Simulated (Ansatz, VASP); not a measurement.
**Two plane-wave programs on B3O**

```xyz
4
Lattice="-1.4472 1.4472 3.2328 1.4472 -1.4472 3.2328 1.4472 1.4472 -3.2328" Properties=species:S:1:pos:R:3 pbc="T T T"
B     0.0000    0.0000    3.2328
B     1.4472    0.0000    1.6164
B     0.0000    1.4472    1.6164
O     0.0000    0.0000    0.0000
```

Alike in both runs: task relaxation of cell and atoms; functional PBE; k mesh 8 × 8 × 8; occupations gaussian, width 0.1 eV; no spin polarisation.

```csv
,VASP,Ansatz
version,VASP 6.6.1,Ansatz 0.2.0
potentials or method,"VASP PAW PBE potentials, release 64 (B, O), cutoff 600 eV","scalar-relativistic, plane waves, PAW"
valence electrons in the cell,15,15
```

VASP gave:

| Item | Value |
| --- | --- |
| gap on the k mesh at the Fermi level, each at its own relaxed structure (eV) | none |
| relaxed volume (Å³/atom) | 7.24 |
| relaxed cell length with the largest relative difference (Å) | 5.262 |

Task: What did Ansatz give for the same quantities?

Result: gap on the k mesh at the Fermi level, each at its own relaxed structure (eV): none; relaxed volume (Å³/atom): 8.37; relaxed cell length with the largest relative difference (Å): 5.981.

A gap of «none» marks a metal or a gap that the smearing closes. One of these differences is far larger than is usual between the two programs; its cause wasn't traced.

The k mesh is coarse, so the values compare programs but aren't converged.
